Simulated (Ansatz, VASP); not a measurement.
# H8Os in VASP and in Ansatz

```
Os H
1.0
    12.34000    0.00000    0.00000
     0.00000   12.34000    0.00000
     0.00000    0.00000   10.27000
Os H
1 8
Direct
  0.49981 0.49981 0.53737
  0.63496 0.49981 0.56228
  0.49982 0.63496 0.56228
  0.36467 0.49982 0.56228
  0.49981 0.36467 0.56228
  0.57132 0.57132 0.43817
  0.42831 0.57132 0.43817
  0.42831 0.42831 0.43817
  0.57132 0.42831 0.43817
```

Alike in both runs: task single point; functional PBE; k mesh 1 × 1 × 1; occupations gaussian, width 0.01 eV; no spin polarisation.

```csv
,VASP,Ansatz
version,VASP 6.6.1,Ansatz 0.2.0
potentials or method,"VASP PAW PBE potentials, release 64 (Os_sv_GW, H), cutoff 420 eV","scalar-relativistic, plane waves, PAW"
valence electrons in the cell,24,24
```

|  | VASP | Ansatz | Ansatz less VASP |
| --- | --- | --- | --- |
| gap on the k mesh at the Fermi level (eV) | 2.89 | 2.89 | -0.001 |
| rms of the force components (eV/Å) | 0.117 | 0.121 | +0.0032 |

Atom by atom the forces differ by 0.004 eV/Å (rms over components). Ansatz's warnings: structure snapped to symmetry.

Neither program's run includes spin-orbit coupling.
